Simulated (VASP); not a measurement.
**Ga: single point with PBE**

The system is Ga.

```
Ga
1.0
     3.15069    0.00000    0.00000
    -1.57535    2.72858    0.00000
     0.00000    0.00000    4.97317
Ga
2
Direct
  0.33333 0.66667 0.25000
  0.66667 0.33333 0.75000
```

This cell differs from its parent crystal: volume scaled by 1.12.

| Quantity | Value |
| --- | --- |
| Program | VASP 6.6.1 |
| Task | single point |
| Functional | PBE |
| Potentials or basis | VASP PAW PBE potentials, release 64 (Ga_d) |
| Cutoff | 500 eV |
| k mesh | 13 × 13 × 8 |
| Occupations | fermi-dirac, width 0.1 eV |
| Spin | no spin polarisation |
| Dipole correction | no |
| Further INCAR settings | ALGO = Normal; EDIFF = 1e-06; NBANDS = 20 |

The pressure is -3.9 GPa and the band gap on the k mesh is zero (band 13 reaches 8.59 eV, above the bottom of band 14 at 1.86 eV).

Stress tensor (GPa, compression positive):
```
-3.87  0.00  0.00
 0.00 -3.87  0.00
 0.00  0.00 -4.08
```

Levels at points of the mesh, in eV from the Fermi level:
```
           k point  band 9  band 10  band 11  band 12  band 13  band 14  band 15  band 16  band 17  band 18
(0.00, 0.00, 0.00)  -14.67   -14.67   -10.16    -4.49    -3.28     8.23     8.23    10.13    10.13    11.64
(0.00, 0.00, 0.50)  -14.71   -14.71    -8.62    -8.62     3.79     3.79     9.33     9.33     9.33     9.33
```

It took 21 s on 1 thread of Intel(R) Xeon(R) 6975P-C (Granite Rapids) (shared host), peak memory 0.19 GiB.
